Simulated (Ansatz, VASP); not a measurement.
Zn in VASP and in Ansatz

Contents of INCAR:

```
SYSTEM = Zn
PREC     = Accurate       ! precision mode
ENCUT    = 600            ! plane-wave cutoff, eV
EDIFF    = 1E-6           ! SCF threshold, eV
ISMEAR   = -1             ! smearing method
SIGMA    = 0.05           ! smearing width, eV
LREAL    = .False.        ! projectors in reciprocal space
LASPH    = .True.         ! aspherical terms in the spheres
NELM     = 60             ! most SCF steps
ALGO     = Fast           ! electronic algorithm
ISIF     = 3              ! what is computed and relaxed
LWAVE    = .False.        ! write WAVECAR
LCHARG   = .False.        ! write CHGCAR
GGA      = PE             ! functional
IBRION   = 2              ! ionic algorithm
NSW      = 60             ! ionic steps
EDIFFG   = -0.01          ! ionic threshold
```

KPOINTS

```
regular mesh
0
Gamma
  11 12 12
  0 0 0
```

POSCAR

```
Zn
1.0
   -1.5935815700      1.7766151400      1.7460215800
    1.5039206500     -1.5066388000      1.3863843100
    1.5441115400      1.4571687700     -1.4760452300
Zn
1
Direct
    0.0000000000      0.0000000000      0.0000000000
```

File input.yaml:

```yaml
crystal:
  lattice:
    - [-1.59358157, 1.77661514, 1.74602158]
    - [1.50392065, -1.5066388, 1.38638431]
    - [1.54411154, 1.45716877, -1.47604523]
  atoms:
    - { symbol: Zn, position: [0.0, 0.0, 0.0] }
hamiltonian:
  xc: pbe
  pseudopotentials: { kind: paw }
kpoints:
  mp_grid: { grid: [11, 12, 12] }
scf:
  occupations: { method: fermi_dirac, width: 0.05 }
output:
  forces: true
  stress: true
  eigenvalues: true
relax:
  f_tol: 0.01
  max_steps: 40
  cell: { stress_tol: 0.05 }
```

Alike in both runs: task relaxation of cell and atoms; functional PBE; k mesh 11 × 12 × 12; occupations fermi-dirac, width 0.05 eV; no spin polarisation.

|  | VASP | Ansatz |
| --- | --- | --- |
| version | VASP 6.6.1 | Ansatz 0.2.0 |
| potentials or method | VASP PAW PBE potentials, release 64 (Zn) | Ansatz PAW |
| plane-wave cutoff (eV) | 600 | 420 |
| valence electrons in the cell | 12 | 12 |

Ansatz gave:

* gap on the k mesh at the Fermi level, each at its own relaxed structure (eV): none
* relaxed volume (Å³/atom): 15.62
* relaxed cell length with the largest relative difference (Å): 2.898

Question: Which values does VASP return?

Answer: gap on the k mesh at the Fermi level, each at its own relaxed structure (eV): none; relaxed volume (Å³/atom): 15.51; relaxed cell length with the largest relative difference (Å): 2.797.

A gap of «none» marks a metal or a gap that the smearing closes.

Noted on Ansatz's run: the plane-wave basis is chosen anew once the cell has moved, so the energies of steps on either side of that aren't comparable.
